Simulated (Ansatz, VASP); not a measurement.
## One calculation of C, two programs

```xyz
12
Lattice="2.5221 0.0000 0.0000 -1.2611 2.1842 0.0000 0.0000 0.0000 12.3557" Properties=species:S:1:pos:R:3 pbc="T T T"
C     1.2611    0.7281    4.3760
C     0.0000    1.4561   10.5539
C     1.2611    0.7281    1.8018
C     0.0000    1.4561    7.9797
C     1.2611    0.7281    5.9205
C     0.0000    1.4561   12.0983
C     1.2611    0.7281    0.2574
C     0.0000    1.4561    6.4352
C     0.0000    0.0000   10.0390
C     0.0000    0.0000    3.8612
C     0.0000    0.0000    8.4945
C     0.0000    0.0000    2.3167
```

Alike in both runs: task relaxation of cell and atoms; functional RPBE; k mesh 12 × 12 × 3; occupations fermi-dirac, width 0.05 eV; no spin polarisation.

|  | VASP | Ansatz |
| --- | --- | --- |
| version | VASP 6.6.1 | Ansatz 0.2.0 |
| potentials or method | VASP PAW PBE potentials, release 64 (C) | Ansatz PAW |
| plane-wave cutoff (eV) | 600 | 420 |
| valence electrons in the cell | 48 | 48 |

|  | VASP | Ansatz | Ansatz less VASP |
| --- | --- | --- | --- |
| gap on the k mesh at the Fermi level, each at its own relaxed structure (eV) | 4.40 | 4.41 | +0.010 |
| relaxed volume (Å³/atom) | 5.78 | 5.78 | +0.003 |
| relaxed cell length with the largest relative difference (Å) | 2.532 | 2.533 | +0.0004 |

VASP's potentials were made for PBE, not for RPBE.

Noted on Ansatz's run: odd divisions of the mesh miss points on the zone boundary, where band edges often lie, so the gap on the mesh can be too wide; the plane-wave basis is chosen anew once the cell has moved, so the energies of steps on either side of that aren't comparable.
